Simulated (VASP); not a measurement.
Runs of VASP 6.6.1 on CuI. The structure is that of space group F-43m (No. 216), or close to it. The cells are those of the table. 

```csv
cell,gap on the mesh (eV),pressure (GPa)
"a = 4.238, b = 4.238, c = 4.263 Å, angles 60.2, 60.2, 90.0°, 2 atoms",1.68,0.1
"a = 4.280, b = 4.280, c = 4.263 Å, angles 59.9, 59.9, 90.0°, 2 atoms",(a),-0.3
"a = 4.259 Å, angles 60.0, 60.0, 90.0°, 2 atoms",1.67,0.0
"a = 4.280, b = 4.280, c = 4.256 Å, angles 59.8, 59.8, 90.0°, 2 atoms",(b),-0.2
"a = 4.217, b = 4.217, c = 4.251 Å, angles 60.3, 60.3, 90.0°, 2 atoms",1.71,0.6
"a = 4.217, b = 4.217, c = 4.267 Å, angles 60.4, 60.4, 90.0°, 2 atoms",1.68,(c)
"a = 4.174, b = 4.174, c = 4.275 Å, angles 60.8, 60.8, 90.0°, 2 atoms",1.68,0.6
```

Alike in all rows: task single point; level r2SCAN; potentials or basis VASP PAW PBE potentials, release 64 (Cu, I); no spin polarisation; k mesh 6 × 6 × 6; cutoff (eV) 520; smearing gaussian 0.01 eV.

Task: Fill in the values left out.

Result: (a) 1.64; (b) 1.65; (c) 0.3.

Caveats: the PAW data sets were made with another functional, which shifts forces and pressure a little; spin-orbit coupling is left out, which moves the levels of the heavy elements.

A k mesh can miss the band edges, and the runs leave out spin-orbit coupling on I.
